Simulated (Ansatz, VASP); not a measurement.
**Mg7Te: VASP beside Ansatz**

```
Mg Te
1.0
    -4.05473    4.05473    5.42656
     4.05473   -4.05473    5.42656
     4.05473    4.05473   -5.42656
Mg Te
7 1
Direct
  0.75000 0.25000 0.50000
  0.25000 0.75000 0.50000
  0.00000 0.66749 0.66749
  0.00000 0.33251 0.33251
  0.33251 0.00000 0.33251
  0.66749 0.00000 0.66749
  0.00000 0.00000 0.00000
  0.50000 0.50000 0.00000
```

Alike in both runs: functional PBE; k mesh 4 × 4 × 4; occupations gaussian, width 0.2 eV; no spin polarisation.

Ansatz relaxed the structure, and its values are those at the end. VASP's run is a single point on that final structure, the one shown.

```csv
,VASP,Ansatz
version,VASP 6.6.1,Ansatz 0.2.0
potentials or method,"VASP PAW PBE potentials, release 64 (Mg, Te), cutoff 520 eV","scalar-relativistic, plane waves, PAW"
valence electrons in the cell,20,86
```

Ansatz gave:

* gap on the k mesh at the Fermi level (eV): none
* pressure (GPa): 0.0
* rms of the force components (eV/Å): 0.005

Problem. Estimate VASP's values.

Solution. gap on the k mesh at the Fermi level (eV): none; pressure (GPa): 0.0; rms of the force components (eV/Å): 0.007.

A gap of «none» marks a metal or a gap that the smearing closes. The functional is the same, so the differences come from potentials, cutoffs and numerics. VASP's potentials hold 20 valence electrons a cell and Ansatz's 86, so a difference there can come from the potentials and not from the codes.

Spin-orbit coupling is off throughout.
